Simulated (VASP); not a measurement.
Input of a VASP 6.6.1 run:

Contents of INCAR:

```
SYSTEM = NaI
PREC = Accurate
ENCUT = 520
EDIFF = 1E-6
ISMEAR = 0
SIGMA = 0.01
LREAL = .FALSE.
LASPH = .TRUE.
NELM = 100
ALGO = Normal
ISIF = 2
LWAVE = .FALSE.
LCHARG = .FALSE.
GGA = PS
NBANDS = 14
```

The input KPOINTS:

```
Automatic mesh
0
G
  6 6 6
  0 0 0
```

File POSCAR:

```
NaI
1.0
    0.0000000000      3.0086063350      3.0086063350
    3.0086063350      0.0000000000      3.0086063350
    3.0086063350      3.0086063350      0.0000000000
Na I
1 1
Direct
    0.0000000000      0.0000000000      0.0000000000
    0.5000000000      0.5000000000      0.5000000000
```

Potentials or basis: VASP PAW PBE potentials, release 64 (Na_pv, I).

Launch:

```console
$ cat potpaw_PBE.64/Na_pv/POTCAR potpaw_PBE.64/I/POTCAR > POTCAR
$ mpirun -np 1 vasp_std > vasp.out
```

Question: Predict the pressure.

Answer: 5.1 GPa.

Question: Predict the band gap on the k mesh.

Answer: 4.19 eV.

Caveat: the cell stands under pressure; the PAW data sets were made with another functional, which shifts forces and pressure a little; spin-orbit coupling is left out, which moves the levels of the heavy elements. A k mesh can miss the band edges.
